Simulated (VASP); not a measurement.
Here is a VASP 6.6.1 calculation.

File INCAR:

```
PREC     = Accurate       # precision mode
ENCUT    = 600            # plane-wave cutoff, eV
EDIFF    = 1E-6           # SCF threshold, eV
ISMEAR   = 0              # smearing method
SIGMA    = 0.15           # smearing width, eV
LREAL    = F              # projectors in reciprocal space
LASPH    = T              # aspherical terms in the spheres
NELM     = 80             # most SCF steps
ALGO     = Fast           # electronic algorithm
ISIF     = 3              # what is computed and relaxed
LWAVE    = F              # write WAVECAR
LCHARG   = F              # write CHGCAR
GGA      = PS             # functional
IBRION   = 2              # ionic algorithm
NSW      = 100            # ionic steps
EDIFFG   = -0.01          # ionic threshold
```

The input KPOINTS:

```
Automatic mesh
0
Gamma
  12 12 8
```

POSCAR

```
Ru
1.0
    2.6895239998      0.0000000000      0.0000000000
   -1.3447619999      2.3291961079      0.0000000000
    0.0000000000      0.0000000000      4.2519209521
Ru
2
Direct
    0.3578773476      0.6850920249      0.2392661783
    0.6421226524      0.3149079751      0.7607338217
```

Potentials or basis: VASP PAW PBE potentials, release 64 (Ru_pv).

Command:

```bash
$ cat potpaw_PBE.64/Ru_pv/POTCAR > POTCAR
$ mpirun -np 1 vasp_std > vasp.out
```

**Question.** Predict the band gap on the k mesh.

**Answer.** Zero (bands 14 and 15 overlap by 3.28 eV).

**Question.** Estimate the relaxed volume.

**Answer.** 13.31 Å³/atom.

**Question.** Estimate the space group after relaxing (to 0.1 Å).

**Answer.** P6_3/mmc (No. 194).

Forces on the atoms (eV/Å):
```
Ru  -0.002 -0.006  0.006
Ru   0.002  0.006 -0.006
```

Caveat: the PAW data sets were made with another functional, which shifts forces and pressure a little.
